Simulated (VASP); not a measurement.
Set up this calculation in VASP 6.6.1, as the native input.

* Task: single point
* Functional: PBEsol
* Potentials or basis: VASP PAW PBE potentials, release 64 (Si, O)
* Cutoff: 520 eV
* k mesh: 6 × 6 × 9
* Occupations: fermi-dirac, width 0.03 eV
* Spin: no spin polarisation
* Dipole correction: no
* Further INCAR settings: ALGO = Normal; EDIFF = 1e-07; NBANDS = 25

The structure of SiO2 lies in POSCAR:

```
SiO2
1.0
    4.0964980000      0.0000000000      0.0000000000
    0.0000000000      4.0964980000      0.0000000000
    0.0000000000      0.0000000000      2.6678000000
Si O
2 4
Direct
    0.0000000000      0.0000000000      0.0000000000
    0.5000000000      0.5000000000      0.5000000000
    0.3067000000      0.3067000000      0.0000000000
    0.1933000000      0.8067000000      0.5000000000
    0.6933000000      0.6933000000      0.0000000000
    0.8067000000      0.1933000000      0.5000000000
```

This cell differs from its parent crystal: equal xx and yy strain of -2 %.

The input as run:

INCAR

```
PREC = Accurate
ENCUT = 520
EDIFF = 1E-7
ISMEAR = -1
SIGMA = 0.03
LREAL = False
LASPH = True
NELM = 80
ALGO = Normal
ISIF = 2
LWAVE = False
LCHARG = False
GGA = PS
NBANDS = 25
```

KPOINTS

```
Automatic mesh
0
Gamma
  6 6 9
```

Potentials or basis: VASP PAW PBE potentials, release 64 (Si, O).

The run is started by

```console
$ cat potpaw_PBE.64/Si/POTCAR potpaw_PBE.64/O/POTCAR > POTCAR
$ mpirun -np 1 vasp_std > vasp.out
```

It gave:

The pressure is 18.4 GPa. The largest force is 0.611 eV/Å and the band gap on the k mesh is 6.23 eV.

Caveat: the cell differs from its parent crystal (equal xx and yy strain of -2 %); the stress differs along the axes, from 15 to 20 GPa; the PAW data sets were made with another functional, which shifts forces and pressure a little.

Run time: 74 s on 1 thread of Intel Xeon 8259CL, with other jobs on the host, peak memory 0.17 GiB.
